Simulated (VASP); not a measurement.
# Cu (P6/mmm) in VASP: notebook

Runs on Cu. Level: PBE. Tasks: single point.

Program: VASP 6.6.1. These are calculated values, not measurements. Logs are shortened: lines on timing, memory, paths and dates and some standing lists are left out, and cuts for length are marked.

**1. The cell of the first run**

The structure is hexagonal, space group P6/mmm (No. 191). Conventional cell: a = 3.277 Å, b = 3.277 Å, c = 1.963 Å, α = 90.00°, β = 90.00°, γ = 120.00°. Within 2.6 Å of Cu (site symmetry 6/mmm) lie 14 Cu at 1.96 to 2.13 Å. Cu (site symmetry -6m2) has 11 Cu at 1.89 to 2.13 Å within 2.5 Å.

**2. Single point, PBE (volume scaled by 0.5)**

Contents of INCAR:

```
PREC = Accurate ; ENCUT = 520
EDIFF = 1E-7 ; ISMEAR = -1
SIGMA = 0.08 ; LREAL = F
LASPH = T ; NELM = 60
ALGO = Normal ; ISIF = 2
LWAVE = F ; LCHARG = F
GGA = PE ; NBANDS = 24
```

Contents of KPOINTS:

```
regular mesh
0
Gamma
  9 9 12
```

Contents of POSCAR:

```
Cu
1.0
    3.2774109297      0.0000000000      0.0000000000
   -1.6387054648      2.8383211238      0.0000000000
    0.0000000000      0.0000000000      1.9630901127
Cu
3
Direct
    0.0000000000      0.0000000000      0.0000000000
    0.3333333333      0.6666666667      0.5000000000
    0.6666666667      0.3333333333      0.5000000000
```

Potentials or basis: VASP PAW PBE potentials, release 64 (Cu).

Launch:

```sh
$ cat potpaw_PBE.64/Cu/POTCAR > POTCAR
$ mpirun -np 1 vasp_std > vasp.out
```

OUTCAR:

```text
PREC = Accurate
   ENCUT = 520
   EDIFF = 1E-7
   ISMEAR = -1
   LREAL = F
   LASPH = T
   NELM = 60
   ISIF = 2
   GGA = PE

 ion  position               nearest neighbor table
   1  0.000  0.000  0.000-   2 2.13   3 2.13   2 2.13   3 2.13   3 2.13   3 2.13   2 2.13   2 2.13
                             3 2.13   3 2.13   2 2.13   2 2.13
   2  0.333  0.667  0.500-   3 1.89   3 1.89   3 1.89   1 2.13   1 2.13   1 2.13   1 2.13   1 2.13
                             1 2.13   3 2.73   3 2.73   3 2.73   3 2.73   3 2.73   3 2.73
   3  0.667  0.333  0.500-   2 1.89   2 1.89   2 1.89   1 2.13   1 2.13   1 2.13   1 2.13   1 2.13
                             1 2.13   2 2.73   2 2.73   2 2.73   2 2.73   2 2.73   2 2.73

  LATTYP: Found a hexagonal cell.
 ALAT       =     3.2774109297
 C/A-ratio  =     0.5989758852

  Lattice vectors:

 A1 = (   3.2774109297,   0.0000000000,   0.0000000000)
 A2 = (  -1.6387054648,   2.8383211238,   0.0000000000)
 A3 = (   0.0000000000,   0.0000000000,   1.9630901127)

Analysis of symmetry for initial positions (statically):
=====================================================================
 Subroutine PRICEL returns:
 Original cell was already a primitive cell.

 Routine SETGRP: Setting up the symmetry group for a
 hexagonal supercell.

 Subroutine GETGRP returns: Found 24 space group operations
 (whereof 24 operations were pure point group operations)
 out of a pool of 24 trial point group operations.

The static configuration has the point symmetry D_6h.

Analysis of symmetry for dynamics (positions and initial velocities):
=====================================================================
 Subroutine PRICEL returns:
 Original cell was already a primitive cell.

 Routine SETGRP: Setting up the symmetry group for a
 hexagonal supercell.

 Subroutine GETGRP returns: Found 24 space group operations
 (whereof 24 operations were pure point group operations)
 out of a pool of 24 trial point group operations.

The dynamic configuration has the point symmetry D_6h.

 Subroutine INISYM returns: Found 24 space group operations
 (whereof 24 operations are pure point group operations),
 and found     1 'primitive' translations

----------------------------------------------------------------------------------------

                                     Primitive cell

  volume of cell :      18.2613

  direct lattice vectors                    reciprocal lattice vectors
     3.277410930  0.000000000  0.000000000     0.305118895  0.176160476  0.000000000
    -1.638705465  2.838321124  0.000000000     0.000000000  0.352320952  0.000000000
     0.000000000  0.000000000  1.963090113     0.000000000  0.000000000  0.509400966

  length of vectors
     3.277410930  3.277410930  1.963090113     0.352320952  0.352320952  0.509400966

  position of ions in fractional coordinates (direct lattice)
     0.000000000  0.000000000  0.000000000
     0.333333333  0.666666667  0.500000000
     0.666666667  0.333333333  0.500000000

  ion indices of the primitive-cell ions
   primitive index   ion index
                 1           1
                 2           2
                 3           3

----------------------------------------------------------------------------------------

 KPOINTS: regular mesh

Automatic generation of k-mesh.
 Grid dimensions read from file:
 generate k-points for:    9    9   12

 Generating k-lattice:

  Cartesian coordinates                     Fractional coordinates (reciprocal lattice)
     0.033902099  0.019573386  0.000000000     0.111111111  0.000000000  0.000000000
     0.000000000  0.039146772  0.000000000     0.000000000  0.111111111  0.000000000
     0.000000000  0.000000000  0.042450081     0.000000000  0.000000000  0.083333333

  Length of vectors
     0.039146772  0.039146772  0.042450081

  Shift w.r.t. Gamma in fractional coordinates (k-lattice)
     0.000000000  0.000000000  0.000000000

 Subroutine IBZKPT returns following result:
 ===========================================

 Found     84 irreducible k-points:

 Following reciprocal coordinates:
            Coordinates               Weight
  0.000000  0.000000  0.000000      1.000000
  0.111111  0.000000  0.000000      6.000000
  0.222222  0.000000  0.000000      6.000000
  0.333333  0.000000  0.000000      6.000000
  0.444444  0.000000  0.000000      6.000000
  0.111111  0.111111  0.000000      6.000000
[... 16 lines left out ...]
  0.333333  0.222222  0.083333     24.000000
  0.333333  0.333333  0.083333      4.000000
 [... further k-points ...]
   k-points           NKPTS =     84   k-points in BZ     NKDIM =     84   number of bands    NBANDS=     24
   number of dos      NEDOS =    301   number of ions     NIONS =      3
   total plane-waves  NPLWV =   9216
   dimension x,y,z NGX =    24 NGY =   24 NGZ =   16
   dimension x,y,z NGXF=    48 NGYF=   48 NGZF=   32
   ions per type =               3
   NGX,Y,Z   is equivalent  to a cutoff of  12.17, 12.17, 13.55 a.u.
   NGXF,Y,Z  is equivalent  to a cutoff of  24.35, 24.35, 27.10 a.u.
 SYSTEM =  unknown system
   PREC   = accura    normal or accurate (medium, high low for compatibility)
   ISTART =      0    job   : 0-new  1-cont  2-samecut
   ICHARG =      2    charge: 1-file 2-atom 10-const
   ISPIN  =      1    spin polarized calculation?
   LNONCOLLINEAR =      F non collinear calculations
   LSORBIT =      F    spin-orbit coupling
   LASPH  =      T    aspherical Exc in radial PAW
   ENCUT  =  520.0 eV  38.22 Ry    6.18 a.u.   6.09  6.09  3.65*2*pi/ulx,y,z
   NELM   =     60;   NELMIN=  2; NELMDL= -5     # of ELM steps
   EDIFF  = 0.1E-06   stopping-criterion for ELM
   LREAL  =      F    real-space projection
   EDIFFG = 0.1E-05   stopping-criterion for IOM
   NSW    =      0    number of steps for IOM
   IBRION =     -1    ionic relax: 0-MD 1-quasi-New 2-CG
   NFREE  =      0    steps in history (QN), initial steepest desc. (CG)
   ISIF   =      2    stress and relaxation
   ISYM   =      2    0-nonsym 1-usesym 2-fastsym
   POTIM  = 0.5000    time-step for ionic-motion
   TEBEG  =    0.0;   TEEND  =   0.0 temperature during run
   PSTRESS=    0.0 pullay stress
   NELECT =      33.0000    total number of electrons
   NUPDOWN=      -1.0000    fix difference up-down
   EMIN   =  10.00;   EMAX   =-10.00  energy-range for DOS
   EFERMI =   0.00;   METHOD = LEGACY
   ISMEAR =    -1;   SIGMA  =   0.08  broadening in eV -4-tet -1-fermi 0-gaus
   EFERMI_NEDOS =   21; number of points for ismear=-14 and -15
   IALGO  =     38    algorithm
   IMIX   =      4    mixing-type and parameters
     AMIX     =   0.40;   BMIX     =  1.00
     AMIX_MAG =   1.60;   BMIX_MAG =  1.00
  volume/ion in A,a.u.               =       6.09        41.08
  Fermi-wavevector in a.u.,A,eV,Ry     =   1.994046  3.768201 54.099771  3.976221
  Thomas-Fermi vector in A             =   3.011075
   LORBIT       =      0    0 simple, 1 ext, 2 COOP (PROOUT), +10 PAW based schemes
   GGA     = PE    functional components
   LHFCALC =     F    Hartree Fock is set to
   AEXX    =    0.0000 exact exchange contribution
   IVDW    =     0    specifies the selected vdW correction
   LEPSILON=     F    determine dielectric tensor
   LRPA    =     F    only Hartree local field effects (RPA)
 non-spin polarized calculation
  energy-cutoff  :      520.00
  volume of cell :       18.26
 maximum number of plane-waves:       507
   NGX = 13   NGY = 13   NGZ =  7

 number of electron      33.0000010 magnetization

 Free energy of the ion-electron system (eV)
  ---------------------------------------------------
  ext. energy  EPLUGINS =         0.00000000
  ---------------------------------------------------
  free energy    TOTEN  =         4.20797918 eV

  energy without entropy =        4.21972067  energy(sigma->0) =        4.21384992

 E-fermi :  19.9783     XC(G=0): -17.0846

 val. band max:       19.9500271335   @ k =   0.3333   0.0000   0.1667
 cond. band min:      19.9867694042   @ k =   0.4444   0.1111   0.4167
 fundamental gap:      0.0367422707
 Fermi energy:        19.9782958691

 k-point     1 :       0.0000    0.0000    0.0000
  band No.  band energies     occupation
      1       3.9001      2.00000
      2       9.3363      2.00000
      3      11.6899      2.00000
      4      11.6899      2.00000
      5      11.7226      2.00000
      6      11.7226      2.00000
[... 16 lines left out ...]
     23      41.7814      0.00000
     24      49.6517      0.00000

 k-point     2 :       0.1111    0.0000    0.0000
  band No.  band energies     occupation
      1       4.1597      2.00000
      2       9.3945      2.00000
      3      10.9347      2.00000
      4      11.2769      2.00000
      5      11.7310      2.00000
      6      12.3557      2.00000
[... 16 lines left out ...]
     23      42.1887      0.00000
     24      48.7645      0.00000

 k-point     3 :       0.2222    0.0000    0.0000
  band No.  band energies     occupation
      1       4.9116      2.00000
      2       9.4060      2.00000
      3      10.2525      2.00000
      4      11.1235      2.00000
      5      11.2408      2.00000
      6      12.3430      2.00000
[... 16 lines left out ...]
     23      43.3591      0.00000
     24      46.4206      0.00000
[... 514 lines left out ...]
 k-point    23 :       0.3333    0.2222    0.0833
  band No.  band energies     occupation
      1       7.9103      2.00000
      2       8.7304      2.00000
      3       9.1579      2.00000
      4      11.3852      2.00000
      5      11.6725      2.00000
      6      12.1816      2.00000
[... 16 lines left out ...]
     23      44.1132      0.00000
     24      45.3317      0.00000

 k-point    24 :       0.3333    0.3333    0.0833
  band No.  band energies     occupation
      1       8.1533      2.00000
      2       8.9003      2.00000
      3       8.9003      2.00000
      4      11.6205      2.00000
      5      11.6205      2.00000
      6      12.1426      2.00000
[... 16 lines left out ...]
     23      44.1475      0.00000
     24      45.5676      0.00000

 [... further k-points ...]

------------------------ aborting loop because EDIFF is reached ----------------------------------------

  FORCE on cell =-STRESS in cart. coord.  units (eV):
  Direction    XX          YY          ZZ          XY          YZ          ZX
  --------------------------------------------------------------------------------------
  -------------------------------------------------------------------------------------
  Total       59.5970376     59.5970376     59.4909659      0.0000000      0.0000000     -0.0000000
  in kB     5228.8067602   5228.8067604   5219.5004591      0.0000001      0.0000000     -0.0000000
  external PRESSURE =    5225.7046599 kB  Pullay stress =       0.0000000 kB

 VOLUME and BASIS-vectors are now :
 -----------------------------------------------------------------------------
  energy-cutoff  :      520.00
  volume of cell :       18.26
      direct lattice vectors                 reciprocal lattice vectors
     3.277410930  0.000000000  0.000000000     0.305118895  0.176160476  0.000000000
    -1.638705465  2.838321124  0.000000000     0.000000000  0.352320952  0.000000000
     0.000000000  0.000000000  1.963090113     0.000000000  0.000000000  0.509400966

 POSITION                                       TOTAL-FORCE (eV/Angst)
 -----------------------------------------------------------------------------------
      0.00000      0.00000      0.00000        -0.000000      0.000000      0.000000
     -0.00000      1.89221      0.98155        -0.000000      0.000000      0.000000
      1.63871      0.94611      0.98155         0.000000     -0.000000      0.000000
 -----------------------------------------------------------------------------------
    total drift:                                0.000000      0.000000      0.000000

  FREE ENERGIE OF THE ION-ELECTRON SYSTEM (eV)
  ---------------------------------------------------
  free  energy   TOTEN  =         4.2079791775 eV

  energy  without entropy=        4.2197206702  energy(sigma->0) =        4.21384992
```

It took 23 s on 1 thread of Intel Xeon 6975P-C, shared host; peak memory 0.15 GiB.

Results:

| Property | Result |
| --- | --- |
| Free energy | 4.2080 eV |
| Pressure | 522.6 GPa |

Stress tensor (GPa, compression positive):
```
522.88   0.00   0.00
  0.00 522.88   0.00
  0.00   0.00 521.95
```

(Part 1 of 3 ends here.)
